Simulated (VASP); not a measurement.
A run of VASP 6.6.1 is set up as follows.

File INCAR:

```
SYSTEM = CuGe4
ALGO = Normal ; DIPOL = 0.5 0.5 0.350
EDIFF = 1E-6 ; ENCUT = 520
GGA = PE ; GGA_COMPAT = .FALSE.
IDIPOL = 3 ; ISIF = 2
ISMEAR = 0 ; LASPH = .TRUE.
LCHARG = .FALSE. ; LDIPOL = .TRUE.
LREAL = .FALSE. ; LWAVE = .FALSE.
NBANDS = 42 ; NELM = 120
NELMDL = -8 ; PREC = Accurate
SIGMA = 0.1
```

KPOINTS

```
Automatic mesh
0
Gamma
  7 7 1
  0.5 0.5 0
```

POSCAR

```
CuGe4
1.0
    4.0740542205      0.0000000000      0.0000000000
    0.0000000000      4.0740542205      0.0000000000
    0.0000000000      0.0000000000     19.8557568590
Ge Cu
4 1
Direct
    0.0000000000      0.5000000000      0.2014529100
    0.0000000000      0.0000000000      0.2739958855
    0.5000000000      0.0000000000      0.3493666156
    0.5000000000      0.5000000000      0.4208228837
    0.5000000000      0.8750000000      0.5028564975
```

Potentials or basis: VASP PAW PBE potentials, release 64 (Ge_d, Cu).

Launch:

```sh
$ cat potpaw_PBE.64/Ge_d/POTCAR potpaw_PBE.64/Cu/POTCAR > POTCAR
$ mpirun -np 1 vasp_std > vasp.out
```

Question: What does it give for the band gap on the k mesh?

Answer: Zero (an odd number of electrons rules out a gap without spin polarisation).

Question: Estimate the largest force.

Answer: 0.683 eV/Å.

Forces on the atoms (eV/Å):
```
Ge   0.000  0.051 -0.042
Ge   0.000  0.062  0.056
Ge   0.000 -0.049 -0.220
Ge   0.000 -0.665  0.155
Cu   0.000  0.601  0.051
```

Caveat: an odd number of electrons without spin polarisation forces a metal; a magnetic or distorted state may lie lower.
